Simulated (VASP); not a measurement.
# ScAl3F (Pm-3m) in VASP: notebook, part 2 of 2

VASP 6.6.1.

## Step 5: Single point, PBE

This run uses another cell than the first one, of 17.05 Å³/atom.

INCAR reads:

```
  ALGO = Normal
  EDIFF = 1E-6
  ENCUT = 520
  GGA = PE
  ISIF = 2
  ISMEAR = 0
  LASPH = T
  LCHARG = F
  LREAL = F
  LWAVE = F
  NBANDS = 22
  NELM = 80
  PREC = Accurate
  SIGMA = 0.1
```

KPOINTS reads:

```
k-points
0
Gamma
  8 8 8
```

POSCAR reads:

```
ScAl3F
1.0
    4.4007787463      0.0000000000      0.0000000000
    0.0000000000      4.4007787463      0.0000000000
    0.0000000000      0.0000000000      4.4007787463
Sc Al F
1 3 1
Direct
    0.0000000000      0.0000000000      0.0000000000
    0.5000000000      0.0000000000      0.5000000000
    0.5000000000      0.5000000000      0.0000000000
    0.0000000000      0.5000000000      0.5000000000
    0.5000000000      0.5000000000      0.5000000000
```

Potentials or basis: VASP PAW PBE potentials, release 64 (Sc_sv, Al, F).

The run is started by

```
$ cat potpaw_PBE.64/Sc_sv/POTCAR potpaw_PBE.64/Al/POTCAR potpaw_PBE.64/F/POTCAR > POTCAR
$ mpirun -np 1 vasp_std > vasp.out
```

OUTCAR:

```text
EDIFF = 1E-6
   ENCUT = 520
   GGA = PE
   ISIF = 2
   ISMEAR = 0
   LASPH = T
   LREAL = F
   NELM = 80
   PREC = Accurate

 ion  position               nearest neighbor table
   1  0.000  0.000  0.000-   2 3.11   3 3.11   4 3.11   2 3.11   4 3.11   3 3.11   4 3.11   4 3.11
                             2 3.11   3 3.11   2 3.11   3 3.11
   2  0.500  0.000  0.500-   5 2.20   5 2.20   4 3.11   1 3.11   1 3.11   3 3.11   3 3.11   4 3.11
                             3 3.11   3 3.11   1 3.11   4 3.11   1 3.11   4 3.11
[... 810 lines left out ...]
  -------------------------------------------------------------------------------------
  Total       -0.0258787     -0.0258787     -0.0258787     -0.0000000      0.0000000      0.0000000
  in kB       -0.4864798     -0.4864798     -0.4864798     -0.0000000      0.0000000      0.0000000
  external PRESSURE =      -0.4864798 kB  Pullay stress =       0.0000000 kB

 VOLUME and BASIS-vectors are now :
 -----------------------------------------------------------------------------
  energy-cutoff  :      520.00
  volume of cell :       85.23
      direct lattice vectors                 reciprocal lattice vectors
     4.400778746  0.000000000  0.000000000     0.227232510  0.000000000  0.000000000
     0.000000000  4.400778746  0.000000000     0.000000000  0.227232510  0.000000000
     0.000000000  0.000000000  4.400778746     0.000000000  0.000000000  0.227232510

 POSITION                                       TOTAL-FORCE (eV/Angst)
 -----------------------------------------------------------------------------------
      0.00000      0.00000      0.00000         0.000000      0.000000      0.000000
      2.20039      0.00000      2.20039         0.000000      0.000000      0.000000
      2.20039      2.20039      0.00000         0.000000      0.000000      0.000000
      0.00000      2.20039      2.20039         0.000000      0.000000      0.000000
      2.20039      2.20039      2.20039         0.000000      0.000000      0.000000
 -----------------------------------------------------------------------------------
    total drift:                                0.000000      0.000000      0.000000

  FREE ENERGIE OF THE ION-ELECTRON SYSTEM (eV)
  ---------------------------------------------------
  free  energy   TOTEN  =       -22.0718013507 eV

  energy  without entropy=      -22.0524265640  energy(sigma->0) =      -22.06211396
```

stdout:

```text
POSCAR found type information on POSCAR ScAlF
 POSCAR found :  3 types and       5 ions
 scaLAPACK will be used
 LDA part: xc-table for (Slater+PW92), standard interpolation
 POSCAR, INCAR and KPOINTS ok, starting setup
 FFT: planning ... GRIDC
 FFT: planning ... GRID_SOFT
 FFT: planning ... GRID
 WAVECAR not read
 entering main loop
```

Wall time 49 s (1 thread of Intel Xeon Platinum 8488C (Sapphire Rapids), shared host); peak memory 0.23 GiB.

What came out:

```
Free energy            : -22.0718 eV
Pressure               : 0.0 GPa
Band gap on the k mesh : zero (an odd number of electrons rules out a gap without spin polarisation)
```

Levels at points of the mesh, in eV from the Fermi level:
| k point | band 12 | band 13 | band 14 | band 15 | band 16 | band 17 |
| --- | --- | --- | --- | --- | --- | --- |
| (0.00, 0.00, 0.00) | 0.11 | 0.11 | 0.11 | 1.46 | 1.46 | 1.46 |
| (0.50, 0.00, 0.00) | -0.50 | -0.08 | -0.08 | 0.69 | 0.69 | 1.74 |
| (0.50, 0.50, 0.00) | -3.25 | -0.28 | -0.28 | 2.04 | 2.39 | 3.17 |
| (0.50, 0.50, 0.50) | -2.41 | -2.41 | -2.41 | 0.08 | 0.74 | 2.51 |

Caveat: an odd number of electrons without spin polarisation forces a metal; a magnetic or distorted state may lie lower.

## Step 6: Relaxation of cell and atoms, PBE

This run uses another cell than the first one, of 17.12 Å³/atom.

INCAR reads:

```
SYSTEM = ScAl3F
PREC = Accurate
ENCUT = 600
EDIFF = 1E-6
ISMEAR = 0
SIGMA = 0.1
LREAL = .FALSE.
LASPH = .TRUE.
NELM = 60
ALGO = Normal
ISIF = 3
LWAVE = .FALSE.
LCHARG = .FALSE.
GGA = PE
IBRION = 2
NSW = 100
EDIFFG = -0.01
```

KPOINTS reads:

```
regular mesh
0
G
  8 8 8
  0 0 0
```

POSCAR: that of step 5 with these lines changed.

```diff
@@ -2,5 +2,5 @@
 1.0
-    4.4007787463      0.0000000000      0.0000000000
-    0.0000000000      4.4007787463      0.0000000000
-    0.0000000000      0.0000000000      4.4007787463
+    4.4073790860      0.0000000000      0.0000000000
+    0.0000000000      4.4073790860      0.0000000000
+    0.0000000000      0.0000000000      4.4073790860
 Sc Al F
```

Potentials or basis: VASP PAW PBE potentials, release 64 (Sc_sv, Al, F).

The run is started by

```
$ cat potpaw_PBE.64/Sc_sv/POTCAR potpaw_PBE.64/Al/POTCAR potpaw_PBE.64/F/POTCAR > POTCAR
$ mpirun -np 1 vasp_std > vasp.out
```

It took 69 s on 1 thread of Intel Xeon Platinum 8488C (Sapphire Rapids), shared host; peak memory 0.25 GiB.

The run converged. Its results:

```yaml
Free_energy: -22.0748 eV
Relaxed_volume: 17.03 Å³/atom
Relaxed_cell: a = 4.399 Å, b = 4.399 Å, c = 4.399 Å, α = 90.00°, β = 90.00°, γ = 90.00°
Space_group_after_relaxing_to_0.1_Å: Pm-3m (No. 221)
Energy_gained_by_relaxing: 0.1 meV/atom
Ionic_steps: 2
Pressure_after_relaxing: 0.0 GPa
Band_gap_on_the_k_mesh: zero (an odd number of electrons rules out a gap without spin polarisation)
```

Step by step:
```tsv
step	energy change (eV)	largest force (eV/Å)	pressure (GPa)	volume (Å³)
1	0.0000	0.0000	-0.36	85.61
2	-0.0006	0.0000	-0.01	85.14
```

Final structure:
```
CELL_PARAMETERS angstrom
4.39930 0.00000 0.00000
0.00000 4.39930 0.00000
0.00000 0.00000 4.39930
ATOMIC_POSITIONS crystal
Sc 0.00000 0.00000 0.00000
Al 0.50000 0.00000 0.50000
Al 0.50000 0.50000 0.00000
Al 0.00000 0.50000 0.50000
F 0.50000 0.50000 0.50000
```

Levels at points of the mesh, in eV from the Fermi level:
| k point | band 11 | band 12 | band 13 | band 14 | band 15 | band 16 | band 17 |
| --- | --- | --- | --- | --- | --- | --- | --- |
| (0.00, 0.00, 0.00) | -2.42 | 0.11 | 0.11 | 0.11 | 1.46 | 1.46 | 1.46 |
| (0.50, 0.00, 0.00) | -0.80 | -0.50 | -0.08 | -0.08 | 0.69 | 0.69 | 1.74 |
| (0.50, 0.50, 0.00) | -3.25 | -3.25 | -0.28 | -0.28 | 2.04 | 2.40 | 3.17 |
| (0.50, 0.50, 0.50) | -2.62 | -2.41 | -2.41 | -2.41 | 0.08 | 0.75 | 2.51 |

Caveat: an odd number of electrons without spin polarisation forces a metal; a magnetic or distorted state may lie lower.

## Step 7: Overview

```csv
task,cell,k mesh,cutoff (eV),gap on the mesh (eV),pressure (GPa),relaxed volume (Å³/atom)
single point,"a = 4.277 Å, 5 atoms",4 × 4 × 4,520,none,7.1,-
single point,"a = 4.407 Å, 5 atoms",4 × 4 × 4,520,none,0.0,-
relaxation of cell and atoms,"relaxed from a = 4.277 Å, 5 atoms",4 × 4 × 4,600,none,0.0,17.12
single point,"a = 4.401 Å, 5 atoms",8 × 8 × 8,520,none,0.0,-
relaxation of cell and atoms,"relaxed from a = 4.407 Å, 5 atoms",8 × 8 × 8,600,none,0.0,17.03
```

Alike in all rows: level PBE; potentials or basis VASP PAW PBE potentials, release 64 (Sc_sv, Al, F); no spin polarisation; smearing gaussian 0.1 eV.

Caveats: some runs use coarse meshes; an odd number of electrons without spin polarisation forces a metal; a magnetic or distorted state may lie lower.

Total energies depend on the potentials used, so only differences within one code and one set of settings carry meaning.
